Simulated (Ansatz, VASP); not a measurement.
# Ge: VASP beside Ansatz

File INCAR:

```
SYSTEM = Ge
PREC = Accurate
ENCUT = 520
EDIFF = 1E-7
ISMEAR = 0
SIGMA = 0.15
LREAL = .FALSE.
LASPH = .TRUE.
NELM = 100
ALGO = Normal
ISIF = 2
LWAVE = .FALSE.
LCHARG = .FALSE.
GGA = PE
NBANDS = 21
```

The input KPOINTS:

```
Automatic mesh
0
G
  14 14 14
  0 0 0
```

Contents of POSCAR:

```
Ge
1.0
    0.0000000000      2.7466548280      3.2948871316
    2.7466548280      0.0000000000      3.2948871316
    2.7466548280      2.7466548280      0.0000000000
Ge
2
Direct
    0.5000000000      0.5000000000      0.5000000000
    0.7500000000      0.7500000000      0.7500000000
```

Input for Ansatz:

```yaml
crystal:
  lattice:
    - [0.0, 2.746654828, 3.2948871316]
    - [2.746654828, 0.0, 3.2948871316]
    - [2.746654828, 2.746654828, 0.0]
  atoms:
    - { symbol: Ge, position: [0.5, 0.5, 0.5] }
    - { symbol: Ge, position: [0.75, 0.75, 0.75] }
basis:
  ecutwfc: 420
kpoints:
  mp_grid: { grid: [14, 14, 14] }
hamiltonian:
  xc: pbe
scf:
  occupations: { method: gaussian, width: 0.15 }
output:
  forces: true
  stress: true
  eigenvalues: true
```

Alike in both runs: task single point; functional PBE; k mesh 14 × 14 × 14; occupations gaussian, width 0.15 eV; no spin polarisation.

```csv
,VASP,Ansatz
version,VASP 6.6.1,Ansatz 0.2.0
potentials or method,"VASP PAW PBE potentials, release 64 (Ge_d), cutoff 520 eV","scalar-relativistic, plane waves, PAW"
valence electrons in the cell,28,28
```

```tsv
	VASP	Ansatz	Ansatz less VASP
gap on the k mesh at the Fermi level (eV)	none	none	-
pressure (GPa)	-1.7	-1.7	+0.02
traceless stress, the component that is largest in VASP (GPa)	-8.64	-8.63	+0.014
```

A gap of «none» marks a metal or a gap that the smearing closes.
